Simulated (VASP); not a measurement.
A run of VASP 6.6.1 is set up as follows.

File INCAR:

```
  PREC = Accurate
  ENCUT = 600
  EDIFF = 1E-7
  ISMEAR = 0
  SIGMA = 0.02
  LREAL = False
  LASPH = True
  NELM = 100
  ALGO = Normal
  ISIF = 4
  LWAVE = False
  LCHARG = False
  GGA = PE
  IBRION = 2
  NSW = 50
  EDIFFG = -0.01
```

File KPOINTS:

```
regular mesh
0
Gamma
  9 9 6
```

The input POSCAR:

```
AlN
1.0
    3.3471195251      0.0000000000      0.0000000000
   -1.6735597626      2.8986905383      0.0000000000
    0.0000000000      0.0000000000      4.2283163277
Al N
2 2
Direct
    0.3333333333      0.6666666667      0.7500000000
    0.6666666667      0.3333333333      0.2500000000
    0.3333333333      0.6666666667      0.2500000000
    0.6666666667      0.3333333333      0.7500000000
```

Potentials or basis: VASP PAW PBE potentials, release 64 (Al, N).

Launch:

```sh
$ cat potpaw_PBE.64/Al/POTCAR potpaw_PBE.64/N/POTCAR > POTCAR
$ mpirun -np 1 vasp_std > vasp.out
```

(1) What does it give for the band gap on the k mesh?

Answers

(1) 3.01 eV, direct.
